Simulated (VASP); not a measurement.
Input of a VASP 6.6.1 run:

File INCAR:

```
SYSTEM = WS2
PREC = Accurate
ENCUT = 520
EDIFF = 1E-7
ISMEAR = 0
SIGMA = 0.02
LREAL = .FALSE.
LASPH = .TRUE.
NELM = 80
ALGO = Normal
ISIF = 2
LWAVE = .FALSE.
LCHARG = .TRUE.
LDIPOL = .TRUE.
IDIPOL = 3
DIPOL = 0.5 0.5 0.500
GGA = PE
IVDW = 12
LELF = .TRUE.
LVHAR = .TRUE.
LVACPOTAV = .TRUE.
NBANDS = 20
```

File KPOINTS:

```
regular mesh
0
G
  12 12 1
  0 0 0
```

Contents of POSCAR:

```
WS2
1.0
    3.2860000000      0.0000000000      0.0000000000
   -1.6430000000      2.8457594768      0.0000000000
    0.0000000000      0.0000000000     32.2910878415
S W
2 1
Direct
    0.3333333333      0.6666666667      0.4486606861
    0.3333333333      0.6666666667      0.5513515590
    0.6666666667      0.3333333333      0.5000061201
```

Potentials or basis: VASP PAW PBE potentials, release 64 (S, W_sv).

Launch:

```bash
$ cat potpaw_PBE.64/S/POTCAR potpaw_PBE.64/W_sv/POTCAR > POTCAR
$ mpirun -np 1 vasp_std > vasp.out
```

(1) Estimate the largest force.

(2) Predict the dispersion energy per atom.

(3) Predict the ionisation potential of the upper face.

Answers

(1) 2.038 eV/Å.

(2) -0.280 eV.

(3) 5.66 eV.
